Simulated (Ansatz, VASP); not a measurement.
Two plane-wave programs on Re

Contents of INCAR:

```
SYSTEM = Re
ALGO     = Normal         ! electronic algorithm
EDIFF    = 1E-6           ! SCF threshold, eV
ENCUT    = 520            ! plane-wave cutoff, eV
ISIF     = 2              ! what is computed and relaxed
ISMEAR   = 0              ! smearing method
LASPH    = .True.         ! aspherical terms in the spheres
LCHARG   = .False.        ! write CHGCAR
LREAL    = .False.        ! projectors in reciprocal space
LWAVE    = .False.        ! write WAVECAR
NBANDS   = 10             ! bands
NELM     = 80             ! most SCF steps
PREC     = Accurate       ! precision mode
SIGMA    = 0.15           ! smearing width, eV
```

The input KPOINTS:

```
k-points
0
Gamma
  22 22 22
  0 0 0
```

Contents of POSCAR:

```
Re
1.0
    0.0000000000      1.9750000000      1.9750000000
    1.9750000000      0.0000000000      1.9750000000
    1.9750000000      1.9750000000      0.0000000000
Re
1
Direct
    0.0000000000      0.0000000000      0.0000000000
```

Input for Ansatz:

```yaml
crystal:
  lattice:
    - [0.0, 1.975, 1.975]
    - [1.975, 0.0, 1.975]
    - [1.975, 1.975, 0.0]
  atoms:
    - { symbol: Re, position: [0.0, 0.0, 0.0] }
basis:
  ecutwfc: 420
kpoints:
  mp_grid: { grid: [22, 22, 22] }
hamiltonian:
  xc: lda
scf:
  occupations: { method: gaussian, width: 0.15 }
output:
  forces: true
  stress: true
  eigenvalues: true
```

Alike in both runs: task single point; functional LDA; k mesh 22 × 22 × 22; occupations gaussian, width 0.15 eV; no spin polarisation.

|  | VASP | Ansatz |
| --- | --- | --- |
| version | VASP 6.6.1 | Ansatz 0.2.0 |
| potentials or method | VASP PAW LDA potentials, release 64 (Re), cutoff 520 eV | scalar-relativistic, plane waves, PAW |
| valence electrons in the cell | 7 | 15 |

VASP gave:

| Quantity | Value |
| --- | --- |
| gap on the k mesh at the Fermi level (eV) | none |
| pressure (GPa) | -23.1 |

Problem. What did Ansatz give for the same quantities?

Solution. gap on the k mesh at the Fermi level (eV): none; pressure (GPa): -23.8.

LDA's correlation is that of Perdew and Zunger in VASP and of Perdew and Wang (1992) in Ansatz. A gap of «none» marks a metal or a gap that the smearing closes. VASP's potentials hold 7 valence electrons a cell and Ansatz's 15, so a difference there can come from the potentials and not from the codes.

Spin-orbit coupling is off throughout.
